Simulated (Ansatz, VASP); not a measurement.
**Rh: VASP beside Ansatz**

Contents of INCAR:

```
PREC = Accurate
ENCUT = 600
EDIFF = 1E-7
ISMEAR = -1
SIGMA = 0.05
LREAL = F
LASPH = T
NELM = 100
ALGO = Normal
ISIF = 3
LWAVE = F
LCHARG = F
GGA = PE
IBRION = 2
NSW = 60
EDIFFG = -0.005
```

KPOINTS

```
regular mesh
0
Gamma
  19 19 19
```

Contents of POSCAR:

```
Rh
1.0
    0.0000000000      1.9152057761      1.9152057761
    1.9152057761      0.0000000000      1.9152057761
    1.9152057761      1.9152057761      0.0000000000
Rh
1
Direct
    0.0000000000      0.0000000000      0.0000000000
```

Input for Ansatz:

```yaml
crystal:
  lattice:
    - [0.0, 1.9152057761, 1.9152057761]
    - [1.9152057761, 0.0, 1.9152057761]
    - [1.9152057761, 1.9152057761, 0.0]
  atoms:
    - { symbol: Rh, position: [0.0, 0.0, 0.0] }
kpoints:
  mp_grid: { grid: [19, 19, 19] }
scf:
  occupations: { method: fermi_dirac, width: 0.05 }
hamiltonian:
  xc: pbe
  pseudopotentials: { kind: paw }
output:
  forces: true
  stress: true
relax:
  f_tol: 0.005
  max_steps: 40
  cell: {}
```

Alike in both runs: task relaxation of cell and atoms; functional PBE; k mesh 19 × 19 × 19; occupations fermi-dirac, width 0.05 eV; no spin polarisation.

```csv
,VASP,Ansatz
version,VASP 6.6.1,Ansatz 0.2.0
potentials or method,"VASP PAW PBE potentials, release 64 (Rh_pv)","PAW with Ansatz's default frozen-core files, scalar-relativistic"
plane-wave cutoff (eV),600,420
valence electrons in the cell,15,17
```

```tsv
	VASP	Ansatz	Ansatz less VASP
relaxed volume (Å³/atom)	14.04	14.05	+0.008
relaxed cell length with the largest relative difference (Å)	2.708	2.709	+0.0005
```

VASP's potentials hold 15 valence electrons a cell and Ansatz's 17, so a difference there can come from the potentials and not from the codes.
